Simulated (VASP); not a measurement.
A run of VASP 6.6.1:

Contents of INCAR:

```
PREC = Accurate
ENCUT = 520
EDIFF = 1E-6
ISMEAR = 0
SIGMA = 0.01
LREAL = False
LASPH = True
NELM = 120
ALGO = Normal
ISIF = 2
LWAVE = False
LCHARG = False
GGA = PE
IVDW = 12
NBANDS = 12
GGA_COMPAT = False
NELMDL = -8
```

Contents of KPOINTS:

```
regular mesh
0
Gamma
  1 1 1
```

Contents of POSCAR:

```
CO
1.0
   12.0000000000      0.0000000000      0.0000000000
    0.0000000000     12.5000000000      0.0000000000
    0.0000000000      0.0000000000     13.0000000000
O C
1 1
Direct
    0.5000000000      0.5000000000      0.5436613300
    0.5000000000      0.5000000000      0.4563386700
```

Potentials or basis: VASP PAW PBE potentials, release 64 (O, C).

Launch:

```bash
$ cat potpaw_PBE.64/O/POTCAR potpaw_PBE.64/C/POTCAR > POTCAR
$ mpirun -np 1 vasp_gam > vasp.out
```

Hardware: 1 thread of Intel(R) Xeon(R) 6975P-C (Granite Rapids), on a shared host.

Task: How long does it take, and how much memory?

Result: Run time: 2.3 min on 1 thread of Intel(R) Xeon(R) 6975P-C (Granite Rapids) (shared host), peak memory 1.3 GiB. Counts: scf iterations 24, k points 1.
